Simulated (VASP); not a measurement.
A run of VASP 6.6.1 is set up as follows.

POSCAR

```
RbBr
1.0
    4.7710910955      0.0000000000      0.0000000000
   -2.3855455477      4.1318860925      0.0000000000
    0.0000000000      0.0000000000      8.4101528072
Rb Br
2 2
Direct
    0.0000000000      0.0000000000      0.0000000000
    0.0000000000      0.0000000000      0.5000000000
    0.3333333333      0.6666666667      0.2500000000
    0.6666666667      0.3333333333      0.7500000000
```

INCAR.step1

```
SYSTEM = RbBr
PREC     = Accurate       ! precision mode
ENCUT    = 520            ! plane-wave cutoff, eV
ISMEAR   = -1             ! smearing method
SIGMA    = 0.02           ! smearing width, eV
LREAL    = .FALSE.        ! projectors in reciprocal space
LASPH    = .TRUE.         ! aspherical terms in the spheres
NELM     = 80             ! most SCF steps
NBANDS   = 24             ! bands
GGA      = PE             ! functional
ALGO     = Normal         ! electronic algorithm
EDIFF    = 1E-4           ! SCF threshold, eV
LWAVE    = .TRUE.         ! write WAVECAR
LCHARG   = .FALSE.        ! write CHGCAR
```

Contents of INCAR.step2:

```
SYSTEM = RbBr
PREC     = Accurate       ! precision mode
ENCUT    = 520            ! plane-wave cutoff, eV
EDIFF    = 1E-6           ! SCF threshold, eV
ISMEAR   = -1             ! smearing method
SIGMA    = 0.02           ! smearing width, eV
LREAL    = .FALSE.        ! projectors in reciprocal space
LASPH    = .TRUE.         ! aspherical terms in the spheres
NELM     = 80             ! most SCF steps
ALGO     = Normal         ! electronic algorithm
ISIF     = 2              ! what is computed and relaxed
LWAVE    = .FALSE.        ! write WAVECAR
LCHARG   = .FALSE.        ! write CHGCAR
METAGGA  = R2SCAN         ! meta-GGA
LMIXTAU  = .TRUE.       
NBANDS   = 24             ! bands
ISTART   = 1
```

Contents of KPOINTS:

```
Automatic mesh
0
G
  6 6 4
  0 0 0
```

Potentials or basis: VASP PAW PBE potentials, release 64 (Rb_sv, Br).

Run with:

```sh
$ cat potpaw_PBE.64/Rb_sv/POTCAR potpaw_PBE.64/Br/POTCAR > POTCAR
$ cp INCAR.step1 INCAR
$ mpirun -np 1 vasp_std > vasp.out
$ cp INCAR.step2 INCAR
$ mpirun -np 1 vasp_std > vasp.out
```

(1) Predict the band gap on the k mesh.

(2) What does it give for the pressure?

## Answers

(1) 4.84 eV, direct.

(2) 0.0 GPa.

Caveat: the PAW data sets were made with another functional, which shifts forces and pressure a little.
